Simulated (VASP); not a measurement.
# C (Fm-3m) in VASP: further runs

Runs on C. Level: LDA. Tasks: single point.

All numbers are computed with VASP 6.6.1; they aren't measurements. Logs are shortened: lines on timing, memory, paths and dates and some standing lists are left out, and cuts for length are marked.

### 1 The cell of the first run

It takes space group Fm-3m (No. 225, cubic). The conventional cell has a = 2.409 Å, b = 2.409 Å, c = 2.409 Å, α = 90.00°, β = 90.00°, γ = 90.00°. Within 2.3 Å of C (site symmetry m-3m) lie 12 C at 1.70 Å.

### 2 Single point, LDA

INCAR reads:

```
ALGO = Normal
EDIFF = 1E-7
ENCUT = 520
GGA = CA
ISIF = 2
ISMEAR = -1
LASPH = True
LCHARG = False
LREAL = False
LWAVE = False
NBANDS = 8
NELM = 60
PREC = Accurate
SIGMA = 0.1
```

KPOINTS reads:

```
k-points
0
Gamma
  28 28 28
```

POSCAR reads:

```
C
1.0
    0.0000000000      1.2045845243      1.2045845243
    1.2045845243      0.0000000000      1.2045845243
    1.2045845243      1.2045845243      0.0000000000
C
1
Direct
    0.0000000000      0.0000000000      0.0000000000
```

Potentials or basis: VASP PAW LDA potentials, release 64 (C).

The run is started by

```console
$ cat potpaw_LDA.64/C/POTCAR > POTCAR
$ mpirun -np 1 vasp_std > vasp.out
```

OUTCAR:

```text
EDIFF = 1E-7
   ENCUT = 520
   GGA = CA
   ISIF = 2
   ISMEAR = -1
   LASPH = True
   LREAL = False
   NELM = 60
   PREC = Accurate

 ion  position               nearest neighbor table
   1  0.000  0.000  0.000-

  LATTYP: Found a face centered cubic cell.
 ALAT       =     2.4091690486

  Lattice vectors:

 A1 = (   0.0000000000,   1.2045845243,   1.2045845243)
 A2 = (   1.2045845243,   0.0000000000,   1.2045845243)
 A3 = (   1.2045845243,   1.2045845243,   0.0000000000)

Analysis of symmetry for initial positions (statically):
=====================================================================
 Subroutine PRICEL returns:
 Original cell was already a primitive cell.

 Routine SETGRP: Setting up the symmetry group for a
 face centered cubic supercell.

 Subroutine GETGRP returns: Found 48 space group operations
 (whereof 48 operations were pure point group operations)
 out of a pool of 48 trial point group operations.

The static configuration has the point symmetry O_h .

Analysis of symmetry for dynamics (positions and initial velocities):
=====================================================================
 Subroutine PRICEL returns:
 Original cell was already a primitive cell.

 Routine SETGRP: Setting up the symmetry group for a
 face centered cubic supercell.

 Subroutine GETGRP returns: Found 48 space group operations
 (whereof 48 operations were pure point group operations)
 out of a pool of 48 trial point group operations.

The dynamic configuration has the point symmetry O_h .

 Subroutine INISYM returns: Found 48 space group operations
 (whereof 48 operations are pure point group operations),
 and found     1 'primitive' translations

----------------------------------------------------------------------------------------

                                     Primitive cell

  volume of cell :       3.4958

  direct lattice vectors                    reciprocal lattice vectors
     0.000000000  1.204584524  1.204584524    -0.415080876  0.415080876  0.415080876
     1.204584524  0.000000000  1.204584524     0.415080876 -0.415080876  0.415080876
     1.204584524  1.204584524  0.000000000     0.415080876  0.415080876 -0.415080876

  length of vectors
     1.703539771  1.703539771  1.703539771     0.718941167  0.718941167  0.718941167

  position of ions in fractional coordinates (direct lattice)
     0.000000000  0.000000000  0.000000000

  ion indices of the primitive-cell ions
   primitive index   ion index
                 1           1

----------------------------------------------------------------------------------------

 KPOINTS: k-points

Automatic generation of k-mesh.
 Grid dimensions read from file:
 generate k-points for:   28   28   28

 Generating k-lattice:

  Cartesian coordinates                     Fractional coordinates (reciprocal lattice)
    -0.014824317  0.014824317  0.014824317     0.035714286  0.000000000  0.000000000
     0.014824317 -0.014824317  0.014824317     0.000000000  0.035714286  0.000000000
     0.014824317  0.014824317 -0.014824317     0.000000000  0.000000000  0.035714286

  Length of vectors
     0.025676470  0.025676470  0.025676470

  Shift w.r.t. Gamma in fractional coordinates (k-lattice)
     0.000000000  0.000000000  0.000000000

 Subroutine IBZKPT returns following result:
 ===========================================

 Found    624 irreducible k-points:

 Following reciprocal coordinates:
            Coordinates               Weight
  0.000000  0.000000  0.000000      1.000000
  0.035714  0.000000  0.000000      8.000000
  0.071429  0.000000  0.000000      8.000000
  0.107143  0.000000  0.000000      8.000000
  0.142857  0.000000  0.000000      8.000000
  0.178571  0.000000  0.000000      8.000000
[... 16 lines left out ...]
  0.285714  0.035714  0.000000     24.000000
  0.321429  0.035714  0.000000     24.000000
 [... further k-points ...]
   k-points           NKPTS =    624   k-points in BZ     NKDIM =    624   number of bands    NBANDS=      8
   number of dos      NEDOS =    301   number of ions     NIONS =      1
   total plane-waves  NPLWV =   2744
   dimension x,y,z NGX =    14 NGY =   14 NGZ =   14
   dimension x,y,z NGXF=    28 NGYF=   28 NGZF=   28
   ions per type =               1
   NGX,Y,Z   is equivalent  to a cutoff of  13.66, 13.66, 13.66 a.u.
   NGXF,Y,Z  is equivalent  to a cutoff of  27.32, 27.32, 27.32 a.u.
 SYSTEM =  unknown system
   PREC   = accura    normal or accurate (medium, high low for compatibility)
   ISTART =      0    job   : 0-new  1-cont  2-samecut
   ICHARG =      2    charge: 1-file 2-atom 10-const
   ISPIN  =      1    spin polarized calculation?
   LNONCOLLINEAR =      F non collinear calculations
   LSORBIT =      F    spin-orbit coupling
   LASPH  =      T    aspherical Exc in radial PAW
   ENCUT  =  520.0 eV  38.22 Ry    6.18 a.u.   3.17  3.17  3.17*2*pi/ulx,y,z
   NELM   =     60;   NELMIN=  2; NELMDL= -5     # of ELM steps
   EDIFF  = 0.1E-06   stopping-criterion for ELM
   LREAL  =      F    real-space projection
   EDIFFG = 0.1E-05   stopping-criterion for IOM
   NSW    =      0    number of steps for IOM
   IBRION =     -1    ionic relax: 0-MD 1-quasi-New 2-CG
   NFREE  =      0    steps in history (QN), initial steepest desc. (CG)
   ISIF   =      2    stress and relaxation
   ISYM   =      2    0-nonsym 1-usesym 2-fastsym
   POTIM  = 0.5000    time-step for ionic-motion
   TEBEG  =    0.0;   TEEND  =   0.0 temperature during run
   PSTRESS=    0.0 pullay stress
   NELECT =       4.0000    total number of electrons
   NUPDOWN=      -1.0000    fix difference up-down
   EMIN   =  10.00;   EMAX   =-10.00  energy-range for DOS
   EFERMI =   0.00;   METHOD = LEGACY
   ISMEAR =    -1;   SIGMA  =   0.10  broadening in eV -4-tet -1-fermi 0-gaus
   EFERMI_NEDOS =   21; number of points for ismear=-14 and -15
   IALGO  =     38    algorithm
   IMIX   =      4    mixing-type and parameters
     AMIX     =   0.40;   BMIX     =  1.00
     AMIX_MAG =   1.60;   BMIX_MAG =  1.00
  volume/ion in A,a.u.               =       3.50        23.59
  Fermi-wavevector in a.u.,A,eV,Ry     =   1.712304  3.235785 39.892080  2.931985
  Thomas-Fermi vector in A             =   2.790258
   LORBIT       =      0    0 simple, 1 ext, 2 COOP (PROOUT), +10 PAW based schemes
   GGA     = CA    functional components
   LHFCALC =     F    Hartree Fock is set to
   AEXX    =    0.0000 exact exchange contribution
   IVDW    =     0    specifies the selected vdW correction
   LEPSILON=     F    determine dielectric tensor
   LRPA    =     F    only Hartree local field effects (RPA)
 non-spin polarized calculation
  energy-cutoff  :      520.00
  volume of cell :        3.50
 maximum number of plane-waves:       113
 NGX is ok and might be reduce to    14
   NGX =  7   NGY =  7   NGZ =  7

 number of electron       4.0000000 magnetization

 Free energy of the ion-electron system (eV)
  ---------------------------------------------------
  ext. energy  EPLUGINS =         0.00000000
  ---------------------------------------------------
  free energy    TOTEN  =        -3.04236500 eV

  energy without entropy =       -3.03378800  energy(sigma->0) =       -3.03807650

 E-fermi :  21.9058     XC(G=0): -16.5042

 val. band max:       21.9045150523   @ k =  -0.4286   0.3571   0.1071
 cond. band min:      21.9059196797   @ k =   0.3929   0.3929   0.0000
 fundamental gap:      0.0014046274
 Fermi energy:        21.9057892271

 k-point     1 :       0.0000    0.0000    0.0000
  band No.  band energies     occupation
      1     -10.3671      2.00000
      2      36.7443      0.00000
      3      36.7443      0.00000
      4      36.7443      0.00000
      5      63.3681      0.00000
      6      63.3681      0.00000
      7      63.3681      0.00000
      8      69.1728      0.00000

 k-point     2 :       0.0357    0.0000    0.0000
  band No.  band energies     occupation
      1     -10.2885      2.00000
      2      36.4315      0.00000
      3      36.6848      0.00000
      4      36.6848      0.00000
      5      62.3037      0.00000
      6      63.5348      0.00000
      7      63.5348      0.00000
      8      70.7134      0.00000

 k-point     3 :       0.0714    0.0000    0.0000
  band No.  band energies     occupation
      1     -10.0541      2.00000
      2      35.4737      0.00000
      3      36.4838      0.00000
      4      36.4838      0.00000
      5      60.5954      0.00000
      6      64.0011      0.00000
      7      64.0011      0.00000
      8      73.6976      0.00000

 k-point     4 :       0.1071    0.0000    0.0000
  band No.  band energies     occupation
      1      -9.6635      2.00000
      2      33.9311      0.00000
      3      36.1787      0.00000
      4      36.1787      0.00000
      5      59.2610      0.00000
      6      64.6546      0.00000
      7      64.6546      0.00000
      8      74.2448      0.00000

 k-point     5 :       0.1429    0.0000    0.0000
  band No.  band energies     occupation
      1      -9.1171      2.00000
      2      31.8815      0.00000
      3      35.7953      0.00000
      4      35.7953      0.00000
      5      58.4718      0.00000
      6      65.2580      0.00000
      7      65.2580      0.00000
      8      72.4299      0.00000

 k-point     6 :       0.1786    0.0000    0.0000
  band No.  band energies     occupation
      1      -8.4154      2.00000
      2      29.4648      0.00000
      3      35.3703      0.00000
      4      35.3703      0.00000
      5      58.2039      0.00000
      6      65.4521      0.00000
      7      65.4521      0.00000
      8      70.5965      0.00000

 k-point     7 :       0.2143    0.0000    0.0000
  band No.  band energies     occupation
      1      -7.5597      2.00000
      2      26.8158      0.00000
      3      34.9340      0.00000
      4      34.9340      0.00000
      5      58.3694      0.00000
      6      64.9925      0.00000
      7      64.9925      0.00000
      8      68.8947      0.00000

 k-point     8 :       0.2500    0.0000    0.0000
  band No.  band energies     occupation
      1      -6.5519      2.00000
      2      24.0492      0.00000
      3      34.5114      0.00000
      4      34.5114      0.00000
      5      58.8722      0.00000
      6      64.0350      0.00000
      7      64.0350      0.00000
      8      67.3641      0.00000

 k-point     9 :       0.2857    0.0000    0.0000
  band No.  band energies     occupation
      1      -5.3964      2.00000
      2      21.2527      1.99709
      3      34.1210      0.00000
      4      34.1210      0.00000
      5      59.6189      0.00000
      6      62.8884      0.00000
      7      62.8884      0.00000
      8      66.0162      0.00000

 k-point    10 :       0.3214    0.0000    0.0000
  band No.  band energies     occupation
      1      -4.0979      2.00000
      2      18.4955      2.00000
      3      33.7770      0.00000
      4      33.7770      0.00000
      5      60.5328      0.00000
      6      61.7619      0.00000
      7      61.7619      0.00000
      8      64.8777      0.00000
[... 78 lines left out ...]
 k-point    18 :       0.1071    0.0357    0.0000
  band No.  band energies     occupation
      1      -9.7416      2.00000
      2      34.4724      0.00000
      3      35.7200      0.00000
      4      36.5504      0.00000
      5      58.9253      0.00000
      6      64.6121      0.00000
      7      65.0515      0.00000
      8      73.1531      0.00000

 k-point    19 :       0.1429    0.0357    0.0000
  band No.  band energies     occupation
      1      -9.2471      2.00000
      2      32.6024      0.00000
      3      35.2504      0.00000
      4      36.3061      0.00000
      5      58.0780      0.00000
      6      65.0215      0.00000
      7      65.7774      0.00000
      8      71.3438      0.00000

 k-point    20 :       0.1786    0.0357    0.0000
  band No.  band energies     occupation
      1      -8.5971      2.00000
      2      30.3136      0.00000
      3      34.7635      0.00000
      4      35.9682      0.00000
      5      57.7365      0.00000
      6      64.9032      0.00000
      7      66.1927      0.00000
      8      70.3176      0.00000

 k-point    21 :       0.2143    0.0357    0.0000
  band No.  band energies     occupation
      1      -7.7925      2.00000
      2      27.7422      0.00000
      3      34.2911      0.00000
      4      35.5685      0.00000
      5      57.8294      0.00000
      6      63.9798      0.00000
      7      66.0159      0.00000
      8      69.8953      0.00000

 k-point    22 :       0.2500    0.0357    0.0000
  band No.  band energies     occupation
      1      -6.8351      2.00000
      2      25.0134      0.00000
      3      33.8569      0.00000
      4      35.1381      0.00000
      5      58.2529      0.00000
      6      62.6868      0.00000
      7      65.2570      0.00000
      8      69.1719      0.00000

 k-point    23 :       0.2857    0.0357    0.0000
  band No.  band energies     occupation
      1      -5.7284      2.00000
      2      22.2246      0.07927
      3      33.4798      0.00000
      4      34.7037      0.00000
      5      58.8509      0.00000
      6      61.4639      0.00000
      7      64.1737      0.00000
      8      68.1261      0.00000

 k-point    24 :       0.3214    0.0357    0.0000
  band No.  band energies     occupation
      1      -4.4762      2.00000
      2      19.4525      2.00000
      3      33.1692      0.00000
      4      34.2804      0.00000
      5      59.1584      0.00000
      6      60.8589      0.00000
      7      63.0046      0.00000
      8      67.0711      0.00000

 [... further k-points ...]

------------------------ aborting loop because EDIFF is reached ----------------------------------------

  FORCE on cell =-STRESS in cart. coord.  units (eV):
  Direction    XX          YY          ZZ          XY          YZ          ZX
  --------------------------------------------------------------------------------------
  -------------------------------------------------------------------------------------
  Total        8.5450421      8.5450421      8.5450421     -0.0000000     -0.0000000      0.0000000
  in kB     3916.3631503   3916.3631503   3916.3631503     -0.0000000     -0.0000000      0.0000000
  external PRESSURE =    3916.3631503 kB  Pullay stress =       0.0000000 kB

 VOLUME and BASIS-vectors are now :
 -----------------------------------------------------------------------------
  energy-cutoff  :      520.00
  volume of cell :        3.50
      direct lattice vectors                 reciprocal lattice vectors
     0.000000000  1.204584524  1.204584524    -0.415080876  0.415080876  0.415080876
     1.204584524  0.000000000  1.204584524     0.415080876 -0.415080876  0.415080876
     1.204584524  1.204584524  0.000000000     0.415080876  0.415080876 -0.415080876

 POSITION                                       TOTAL-FORCE (eV/Angst)
 -----------------------------------------------------------------------------------
      0.00000      0.00000      0.00000         0.000000      0.000000      0.000000
 -----------------------------------------------------------------------------------
    total drift:                               -0.000000     -0.000000     -0.000000

  FREE ENERGIE OF THE ION-ELECTRON SYSTEM (eV)
  ---------------------------------------------------
  free  energy   TOTEN  =        -3.0423650046 eV

  energy  without entropy=       -3.0337880013  energy(sigma->0) =       -3.03807650
```

Run time: 13 s. Hardware: 1 thread of Intel Xeon 8259CL, shared host; peak memory 0.12 GiB.

Results:

```
Free energy            : -3.0424 eV
Pressure               : 391.6 GPa
Band gap on the k mesh : zero (band 2 reaches 36.74 eV, above the bottom of band 3 at 16.58 eV)
```

Levels at points of the mesh, in eV from the Fermi level:
| k point | band 1 | band 2 | band 3 | band 4 | band 5 | band 6 |
| --- | --- | --- | --- | --- | --- | --- |
| (0.00, 0.00, 0.00) | -32.27 | 14.84 | 14.84 | 14.84 | 41.46 | 41.46 |
| (0.50, 0.00, 0.00) | -19.40 | -13.53 | 11.06 | 11.06 | 36.96 | 36.96 |
| (0.50, 0.50, 0.00) | -15.65 | -5.89 | 2.15 | 2.15 | 18.37 | 22.87 |

### 3 Single point, LDA

INCAR reads:

```
SYSTEM = C
ALGO     = Normal         ! electronic algorithm
EDIFF    = 1E-7           ! SCF threshold, eV
ENCUT    = 520            ! plane-wave cutoff, eV
ISIF     = 2              ! what is computed and relaxed
ISMEAR   = -1             ! smearing method
LASPH    = .True.         ! aspherical terms in the spheres
LCHARG   = .False.        ! write CHGCAR
LREAL    = .False.        ! projectors in reciprocal space
LWAVE    = .False.        ! write WAVECAR
NBANDS   = 8              ! bands
NELM     = 60             ! most SCF steps
PREC     = Accurate       ! precision mode
SIGMA    = 0.1            ! smearing width, eV
```

KPOINTS reads:

```
k-points
0
Gamma
  28 28 28
  0 0 0
```

POSCAR is that of step 2.

Potentials or basis: VASP PAW LDA potentials, release 64 (C).

The run is started by

```console
$ cat potpaw_LDA.64/C/POTCAR > POTCAR
$ mpirun -np 1 vasp_std > vasp.out
```

Run time: 12 s. Hardware: 1 thread of Intel Xeon 8259CL, shared host; peak memory 0.11 GiB.

The run converged. Its results:

```
Free energy            : -3.0424 eV
Pressure               : 391.6 GPa
Band gap on the k mesh : zero (band 2 reaches 36.74 eV, above the bottom of band 3 at 16.58 eV)
```

Levels at points of the mesh, in eV from the Fermi level:
```tsv
k point	band 1	band 2	band 3	band 4	band 5	band 6
(0.00, 0.00, 0.00)	-32.27	14.84	14.84	14.84	41.46	41.46
(0.50, 0.00, 0.00)	-19.40	-13.53	11.06	11.06	36.96	36.96
(0.50, 0.50, 0.00)	-15.65	-5.89	2.15	2.15	18.37	22.87
```
